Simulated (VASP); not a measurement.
Set up this calculation in VASP 6.6.1, as the native input.

* Task: single point
* Functional: PBE
* Potentials or basis: VASP PAW PBE potentials, release 64 (Ti_sv, O)
* Cutoff: 520 eV
* k mesh: 10 × 10 × 10
* Occupations: gaussian, width 0.05 eV
* Spin: collinear spin
* Starting moments: [1.0, 1.0, 0.0, 0.0, 0.0, 0.0] μB
* Dipole correction: no
* Further INCAR settings: ALGO = Normal; EDIFF = 1e-07; NBANDS = 37

The structure of TiO2 lies in POSCAR:

```
TiO2
1.0
   -1.8994287924      1.8994287924      4.8501536222
    1.8994287924     -1.8994287924      4.8501536222
    1.8994287924      1.8994287924     -4.8501536222
Ti O
2 4
Direct
    0.0000000000      0.0000000000      0.0000000000
    0.7500000000      0.2500000000      0.5000000000
    0.2064586324      0.2064586324      0.0000000000
    0.9564586324      0.4564586324      0.5000000000
    0.5435413676      0.0435413676      0.5000000000
    0.7935413676      0.7935413676      0.0000000000
```

One way to write it, as run:

INCAR

```
  PREC = Accurate
  ENCUT = 520
  EDIFF = 1E-7
  ISMEAR = 0
  SIGMA = 0.05
  LREAL = F
  LASPH = T
  NELM = 150
  ALGO = Normal
  ISIF = 2
  LWAVE = F
  LCHARG = T
  ISPIN = 2
  MAGMOM = 1 1 0 0 0 0
  LORBIT = 11
  LMAXMIX = 4
  GGA = PE
  LELF = T
  LVHAR = T
  NBANDS = 37
```

KPOINTS

```
Automatic mesh
0
Gamma
  10 10 10
```

Potentials or basis: VASP PAW PBE potentials, release 64 (Ti_sv, O).

Command:

```bash
$ cat potpaw_PBE.64/Ti_sv/POTCAR potpaw_PBE.64/O/POTCAR > POTCAR
$ mpirun -np 1 vasp_std > vasp.out
```

Results of the run:

```yaml
Pressure: 0.7 GPa
Largest_force: 0.018 eV/Å
Band_gap_on_the_k_mesh: 2.11 eV (least direct gap 2.41 eV)
Net_moment: 0.00 μB per cell
Valence_electrons_inside_the_program's_atomic_spheres: Ti 10.23; O 5.07
```

It took 22 min on 1 thread of Oxide Virtual Turin-like Processor, with other jobs on the host, peak memory 0.51 GiB.
